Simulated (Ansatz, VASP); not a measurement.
## Sb in VASP and in Ansatz

```
Sb
1.0
     0.00000    2.25268    2.25268
     2.25268    0.00000    2.25268
     2.25268    2.25268    0.00000
Sb
1
Direct
  0.00000 0.00000 0.00000
```

Change from the starting cell: strain -0.050 along x and y, -0.050 along z, atoms carried along.

Alike in both runs: task single point; functional LDA; k mesh 18 × 18 × 18; occupations gaussian, width 0.15 eV; no spin polarisation.

```csv
,VASP,Ansatz
version,VASP 6.6.1,Ansatz 0.2.0
potentials or method,"VASP PAW LDA potentials, release 64 (Sb), cutoff 520 eV","scalar-relativistic, plane waves, PAW"
valence electrons in the cell,5,15
```

VASP gave:

```
gap on the k mesh at the Fermi level (eV) : none
pressure (GPa)                            : 11.1
```

Question: Estimate Ansatz's values.

Answer: gap on the k mesh at the Fermi level (eV): none; pressure (GPa): 10.7.

LDA's correlation is that of Perdew and Zunger in VASP and of Perdew and Wang (1992) in Ansatz. A gap of «none» marks a metal or a gap that the smearing closes. VASP's potentials hold 5 valence electrons a cell and Ansatz's 15, so a difference there can come from the potentials and not from the codes.

Neither program's run includes spin-orbit coupling.
